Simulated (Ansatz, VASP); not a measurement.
# AlN in VASP and in Ansatz

INCAR

```
PREC = Accurate
ENCUT = 600
EDIFF = 1E-6
ISMEAR = 0
SIGMA = 0.02
LREAL = F
LASPH = T
NELM = 120
ALGO = Normal
ISIF = 2
LWAVE = F
LCHARG = F
NBANDS = 26
GGA_COMPAT = F
```

File KPOINTS:

```
regular mesh
0
Gamma
  8 6 4
```

The input POSCAR:

```
AlN
1.0
    3.0725901392      0.0000000000      0.0000000000
    0.0000000000      4.9794857685      0.0000000000
    0.0000000000      0.0000000000      5.3488604367
Al N
4 4
Direct
    0.0000000000      0.0010552045      0.3334909808
    0.5000000000      0.0010552045      0.8334909808
    0.5000000000      0.5010552045      0.1665090192
    0.0000000000      0.5010552045      0.6665090192
    0.0000000000      0.6209447955      0.3338152443
    0.5000000000      0.6209447955      0.8338152443
    0.5000000000      0.1209447955      0.1661847557
    0.0000000000      0.1209447955      0.6661847557
```

Input for Ansatz:

```yaml
crystal:
  lattice:
    - [3.0725901392, 0.0, 0.0]
    - [0.0, 4.9794857685, 0.0]
    - [0.0, 0.0, 5.3488604367]
  atoms:
    - { symbol: Al, position: [0.0, 0.0010552045, 0.3334909808] }
    - { symbol: Al, position: [0.5, 0.0010552045, 0.8334909808] }
    - { symbol: Al, position: [0.5, 0.5010552045, 0.1665090192] }
    - { symbol: Al, position: [0.0, 0.5010552045, 0.6665090192] }
    - { symbol: "N", position: [0.0, 0.6209447955, 0.3338152443] }
    - { symbol: "N", position: [0.5, 0.6209447955, 0.8338152443] }
    - { symbol: "N", position: [0.5, 0.1209447955, 0.1661847557] }
    - { symbol: "N", position: [0.0, 0.1209447955, 0.6661847557] }
basis:
  ecutwfc: 420
kpoints:
  mp_grid: { grid: [8, 6, 4] }
  band_path:
    path:
      - [[0.0, 0.0, 0.0], [0.0, 0.0, -1.0], [-0.33501034, 0.0, -1.0]]
      - [[-0.66498966, 0.0, 0.0], [0.0, 0.0, 0.0], [0.0, -0.5, 0.0], [-0.66498966, -0.5, 0.0]]
      - [[-0.33501034, -0.5, -1.0], [0.0, -0.5, -1.0], [0.0, 0.0, -1.0]]
      - [[0.0, 0.0, 0.0], [-0.5, 0.0, -0.5], [-0.5, -0.5, -0.5], [0.0, -0.5, 0.0], [0.0, -0.5, -1.0]]
    npoints: 10
hamiltonian:
  xc: lda
  pseudopotentials: { kind: paw }
scf:
  occupations: { method: gaussian, width: 0.02 }
  n_extra_bands: 10
output:
  forces: true
  stress: true
  eigenvalues: true
```

Alike in both runs: task single point; functional LDA; k mesh 8 × 6 × 4; occupations gaussian, width 0.02 eV; no spin polarisation.

```csv
,VASP,Ansatz
version,VASP 6.6.1,Ansatz 0.2.0
potentials or method,"VASP PAW LDA potentials, release 64 (Al, N), cutoff 600 eV","scalar-relativistic, plane waves, PAW"
valence electrons in the cell,32,32
```

VASP gave:

| Property | Result |
| --- | --- |
| gap on the k mesh at the Fermi level (eV) | 4.46 |
| least direct gap on the mesh (eV) | 4.46 |
| pressure (GPa) | 0.2 |
| traceless stress, the component that is largest in VASP (GPa) | -1.92 |

Q: Which values does Ansatz return?

A: gap on the k mesh at the Fermi level (eV): 4.45; least direct gap on the mesh (eV): 4.45; pressure (GPa): -0.3; traceless stress, the component that is largest in VASP (GPa): -1.88.

LDA's correlation is that of Perdew and Zunger in VASP and of Perdew and Wang (1992) in Ansatz.
